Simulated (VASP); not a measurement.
# Pt (Im-3m) in VASP: single point with PBEsol

Aim: the single point of Pt with PBEsol.

All numbers are computed with VASP 6.6.1; they aren't measurements. Logs are shortened: lines on timing, memory, paths and dates and some standing lists are left out, and cuts for length are marked.

### 1 The cell of the first run

Symmetry: Im-3m, No. 229, cubic system. The conventional cell has a = 3.168 Å, b = 3.168 Å, c = 3.168 Å, α = 90.00°, β = 90.00°, γ = 90.00°. Pt (site symmetry m-3m) has 14 Pt at 2.74 to 3.17 Å within 3.6 Å.

This isn't the form of Pt at room conditions, which is fcc.

### 2 Single point, PBEsol

Contents of INCAR:

```
SYSTEM = Pt
PREC     = Accurate       ! precision mode
ENCUT    = 520            ! plane-wave cutoff, eV
EDIFF    = 1E-6           ! SCF threshold, eV
ISMEAR   = 0              ! smearing method
SIGMA    = 0.15           ! smearing width, eV
LREAL    = .FALSE.        ! projectors in reciprocal space
LASPH    = .TRUE.         ! aspherical terms in the spheres
NELM     = 80             ! most SCF steps
ALGO     = Normal         ! electronic algorithm
ISIF     = 2              ! what is computed and relaxed
LWAVE    = .FALSE.        ! write WAVECAR
LCHARG   = .FALSE.        ! write CHGCAR
GGA      = PS             ! functional
NBANDS   = 11             ! bands
```

Contents of KPOINTS:

```
regular mesh
0
G
  24 24 24
  0 0 0
```

Contents of POSCAR:

```
Pt
1.0
   -1.5842200000      1.5842200000      1.5842200000
    1.5842200000     -1.5842200000      1.5842200000
    1.5842200000      1.5842200000     -1.5842200000
Pt
1
Direct
    0.0000000000      0.0000000000      0.0000000000
```

Potentials or basis: VASP PAW PBE potentials, release 64 (Pt).

On the command line:

```
> cat potpaw_PBE.64/Pt/POTCAR > POTCAR
> mpirun -np 1 vasp_std > vasp.out
```

OUTCAR:

```text
SYSTEM = Pt
   PREC = Accurate
   ENCUT = 520
   EDIFF = 1E-6
   ISMEAR = 0
   LREAL = .FALSE.
   LASPH = .TRUE.
   NELM = 80
   ISIF = 2
   GGA = PS

 ion  position               nearest neighbor table
   1  0.000  0.000  0.000-

  LATTYP: Found a body centered cubic cell.
 ALAT       =     3.1684400000

  Lattice vectors:

 A1 = (  -1.5842200000,   1.5842200000,   1.5842200000)
 A2 = (   1.5842200000,  -1.5842200000,   1.5842200000)
 A3 = (   1.5842200000,   1.5842200000,  -1.5842200000)

Analysis of symmetry for initial positions (statically):
=====================================================================
 Subroutine PRICEL returns:
 Original cell was already a primitive cell.

 Routine SETGRP: Setting up the symmetry group for a
 body centered cubic supercell.

 Subroutine GETGRP returns: Found 48 space group operations
 (whereof 48 operations were pure point group operations)
 out of a pool of 48 trial point group operations.

The static configuration has the point symmetry O_h .

Analysis of symmetry for dynamics (positions and initial velocities):
=====================================================================
 Subroutine PRICEL returns:
 Original cell was already a primitive cell.

 Routine SETGRP: Setting up the symmetry group for a
 body centered cubic supercell.

 Subroutine GETGRP returns: Found 48 space group operations
 (whereof 48 operations were pure point group operations)
 out of a pool of 48 trial point group operations.

The dynamic configuration has the point symmetry O_h .

 Subroutine INISYM returns: Found 48 space group operations
 (whereof 48 operations are pure point group operations),
 and found     1 'primitive' translations

----------------------------------------------------------------------------------------

                                     Primitive cell

  volume of cell :      15.9040

  direct lattice vectors                    reciprocal lattice vectors
    -1.584220000  1.584220000  1.584220000     0.000000000  0.315612731  0.315612731
     1.584220000 -1.584220000  1.584220000     0.315612731  0.000000000  0.315612731
     1.584220000  1.584220000 -1.584220000     0.315612731  0.315612731  0.000000000

  length of vectors
     2.743949530  2.743949530  2.743949530     0.446343804  0.446343804  0.446343804

  position of ions in fractional coordinates (direct lattice)
     0.000000000  0.000000000  0.000000000

  ion indices of the primitive-cell ions
   primitive index   ion index
                 1           1

----------------------------------------------------------------------------------------

 KPOINTS: regular mesh

Automatic generation of k-mesh.
 Grid dimensions read from file:
 generate k-points for:   24   24   24

 Generating k-lattice:

  Cartesian coordinates                     Fractional coordinates (reciprocal lattice)
     0.000000000  0.013150530  0.013150530     0.041666667  0.000000000  0.000000000
     0.013150530  0.000000000  0.013150530     0.000000000  0.041666667  0.000000000
     0.013150530  0.013150530  0.000000000     0.000000000  0.000000000  0.041666667

  Length of vectors
     0.018597659  0.018597659  0.018597659

  Shift w.r.t. Gamma in fractional coordinates (k-lattice)
     0.000000000  0.000000000  0.000000000

 Subroutine IBZKPT returns following result:
 ===========================================

 Found    413 irreducible k-points:

 Following reciprocal coordinates:
            Coordinates               Weight
  0.000000  0.000000  0.000000      1.000000
  0.041667  0.000000  0.000000     12.000000
  0.083333  0.000000  0.000000     12.000000
  0.125000  0.000000  0.000000     12.000000
  0.166667  0.000000  0.000000     12.000000
  0.208333  0.000000  0.000000     12.000000
[... 16 lines left out ...]
  0.416667  0.041667 -0.000000     48.000000
  0.458333  0.041667  0.000000     48.000000
 [... further k-points ...]
   k-points           NKPTS =    413   k-points in BZ     NKDIM =    413   number of bands    NBANDS=     11
   number of dos      NEDOS =    301   number of ions     NIONS =      1
   total plane-waves  NPLWV =   8000
   dimension x,y,z NGX =    20 NGY =   20 NGZ =   20
   dimension x,y,z NGXF=    40 NGYF=   40 NGZF=   40
   ions per type =               1
   NGX,Y,Z   is equivalent  to a cutoff of  12.12, 12.12, 12.12 a.u.
   NGXF,Y,Z  is equivalent  to a cutoff of  24.23, 24.23, 24.23 a.u.
 SYSTEM =  Pt
   PREC   = accura    normal or accurate (medium, high low for compatibility)
   ISTART =      0    job   : 0-new  1-cont  2-samecut
   ICHARG =      2    charge: 1-file 2-atom 10-const
   ISPIN  =      1    spin polarized calculation?
   LNONCOLLINEAR =      F non collinear calculations
   LSORBIT =      F    spin-orbit coupling
   LASPH  =      T    aspherical Exc in radial PAW
   ENCUT  =  520.0 eV  38.22 Ry    6.18 a.u.   5.10  5.10  5.10*2*pi/ulx,y,z
   NELM   =     80;   NELMIN=  2; NELMDL= -5     # of ELM steps
   EDIFF  = 0.1E-05   stopping-criterion for ELM
   LREAL  =      F    real-space projection
   EDIFFG = 0.1E-04   stopping-criterion for IOM
   NSW    =      0    number of steps for IOM
   IBRION =     -1    ionic relax: 0-MD 1-quasi-New 2-CG
   NFREE  =      0    steps in history (QN), initial steepest desc. (CG)
   ISIF   =      2    stress and relaxation
   ISYM   =      2    0-nonsym 1-usesym 2-fastsym
   POTIM  = 0.5000    time-step for ionic-motion
   TEBEG  =    0.0;   TEEND  =   0.0 temperature during run
   PSTRESS=    0.0 pullay stress
   NELECT =      10.0000    total number of electrons
   NUPDOWN=      -1.0000    fix difference up-down
   EMIN   =  10.00;   EMAX   =-10.00  energy-range for DOS
   EFERMI =   0.00;   METHOD = LEGACY
   ISMEAR =     0;   SIGMA  =   0.15  broadening in eV -4-tet -1-fermi 0-gaus
   EFERMI_NEDOS =   21; number of points for ismear=-14 and -15
   IALGO  =     38    algorithm
   IMIX   =      4    mixing-type and parameters
     AMIX     =   0.40;   BMIX     =  1.00
     AMIX_MAG =   1.60;   BMIX_MAG =  1.00
  volume/ion in A,a.u.               =      15.90       107.33
  Fermi-wavevector in a.u.,A,eV,Ry     =   1.402510  2.650360 26.763132  1.967035
  Thomas-Fermi vector in A             =   2.525265
   LORBIT       =      0    0 simple, 1 ext, 2 COOP (PROOUT), +10 PAW based schemes
   GGA     = PS    functional components
   LHFCALC =     F    Hartree Fock is set to
   AEXX    =    0.0000 exact exchange contribution
   IVDW    =     0    specifies the selected vdW correction
   LEPSILON=     F    determine dielectric tensor
   LRPA    =     F    only Hartree local field effects (RPA)
 non-spin polarized calculation
 Gauss-broadening in eV      SIGMA  =   0.15
  energy-cutoff  :      520.00
  volume of cell :       15.90
 maximum number of plane-waves:       444
   NGX = 11   NGY = 11   NGZ = 11

 number of electron      10.0000000 magnetization

 Free energy of the ion-electron system (eV)
  ---------------------------------------------------
  ext. energy  EPLUGINS =         0.00000000
  ---------------------------------------------------
  free energy    TOTEN  =        -6.82930383 eV

  energy without entropy =       -6.81604228  energy(sigma->0) =       -6.82267305

 E-fermi :   9.9140     XC(G=0): -13.3083

 val. band max:        9.9087852935   @ k =   0.2917   0.0833   0.0000
 cond. band min:       9.9204594827   @ k =  -0.3750   0.5000   0.0833
 fundamental gap:      0.0116741892
 Fermi energy:         9.9140359307

 k-point     1 :       0.0000    0.0000    0.0000
  band No.  band energies     occupation
      1       0.4059      2.00000
      2       6.4506      2.00000
      3       6.4506      2.00000
      4       6.4506      2.00000
      5       8.9393      2.00000
      6       8.9393      2.00000
      7      26.9879      0.00000
      8      26.9879      0.00000
      9      26.9879      0.00000
     10      36.9142      0.00000
     11      36.9146      0.00000

 k-point     2 :       0.0417    0.0000    0.0000
  band No.  band energies     occupation
      1       0.4765      2.00000
      2       6.4227      2.00000
      3       6.4508      2.00000
      4       6.5068      2.00000
      5       8.9023      2.00000
      6       8.9411      2.00000
      7      27.0232      0.00000
      8      27.0474      0.00000
      9      27.0913      0.00000
     10      35.5039      0.00000
     11      35.9726      0.00000

 k-point     3 :       0.0833    0.0000    0.0000
  band No.  band energies     occupation
      1       0.6853      2.00000
      2       6.3422      2.00000
      3       6.4491      2.00000
      4       6.6741      2.00000
      5       8.8038      2.00000
      6       8.9470      2.00000
      7      27.1027      0.00000
      8      27.1771      0.00000
      9      27.3973      0.00000
     10      34.1495      0.00000
     11      34.6095      0.00000

 k-point     4 :       0.1250    0.0000    0.0000
  band No.  band energies     occupation
      1       1.0220      2.00000
      2       6.2167      2.00000
      3       6.4395      2.00000
      4       6.9479      2.00000
      5       8.6777      2.00000
      6       8.9584      2.00000
      7      27.1398      0.00000
      8      27.2076      0.00000
      9      27.8935      0.00000
     10      33.1083      0.00000
     11      33.2664      0.00000
[... 239 lines left out ...]
 k-point    22 :       0.3750    0.0417    0.0000
  band No.  band energies     occupation
      1       3.4247      2.00000
      2       5.1798      2.00000
      3       8.0989      2.00000
      4       8.8546      2.00000
      5       9.2925      2.00000
      6      10.4627      0.00000
      7      18.4093      0.00000
      8      23.7173      0.00000
      9      26.6280      0.00000
     10      33.4766      0.00000
     11      33.9572      0.00000

 k-point    23 :       0.4167    0.0417   -0.0000
  band No.  band energies     occupation
      1       3.4286      2.00000
      2       5.0990      2.00000
      3       8.5643      2.00000
      4       8.9996      2.00000
      5       9.5763      1.99855
      6      10.9426      0.00000
      7      17.0574      0.00000
      8      23.3637      0.00000
      9      25.9080      0.00000
     10      33.8631      0.00000
     11      34.3251      0.00000

 k-point    24 :       0.4583    0.0417    0.0000
  band No.  band energies     occupation
      1       3.4194      2.00000
      2       5.0577      2.00000
      3       8.7252      2.00000
      4       9.0539      2.00000
      5       9.9354      0.84053
      6      11.2632      0.00000
      7      16.2058      0.00000
      8      23.1825      0.00000
      9      25.5239      0.00000
     10      33.8664      0.00000
     11      34.6025      0.00000

 [... further k-points ...]
[... 5 lines left out ...]
  --------------------------------------------------------------------------------------
  -------------------------------------------------------------------------------------
  Total       -1.1196508     -1.1196508     -1.1196508      0.0000000      0.0000000     -0.0000000
  in kB     -112.7941825   -112.7941825   -112.7941825      0.0000000      0.0000000     -0.0000000
  external PRESSURE =    -112.7941825 kB  Pullay stress =       0.0000000 kB

 VOLUME and BASIS-vectors are now :
 -----------------------------------------------------------------------------
  energy-cutoff  :      520.00
  volume of cell :       15.90
      direct lattice vectors                 reciprocal lattice vectors
    -1.584220000  1.584220000  1.584220000     0.000000000  0.315612731  0.315612731
     1.584220000 -1.584220000  1.584220000     0.315612731  0.000000000  0.315612731
     1.584220000  1.584220000 -1.584220000     0.315612731  0.315612731  0.000000000

 POSITION                                       TOTAL-FORCE (eV/Angst)
 -----------------------------------------------------------------------------------
      0.00000      0.00000      0.00000         0.000000     -0.000000      0.000000
 -----------------------------------------------------------------------------------
    total drift:                                0.000000     -0.000000      0.000000

  FREE ENERGIE OF THE ION-ELECTRON SYSTEM (eV)
  ---------------------------------------------------
  free  energy   TOTEN  =        -6.8293038290 eV

  energy  without entropy=       -6.8160422784  energy(sigma->0) =       -6.82267305
```

Run time: 30 s. Hardware: 1 thread of Intel Xeon 6455B, shared host; peak memory 0.18 GiB.

Results:

```
Free energy            : -6.8293 eV
Pressure               : -11.3 GPa
Band gap on the k mesh : zero (bands 5 and 6 overlap by 2.12 eV)
```

Caveat: the cell stands under tension; the PAW data sets were made with another functional, which shifts forces and pressure a little; spin-orbit coupling is left out, which moves the levels of the heavy elements.
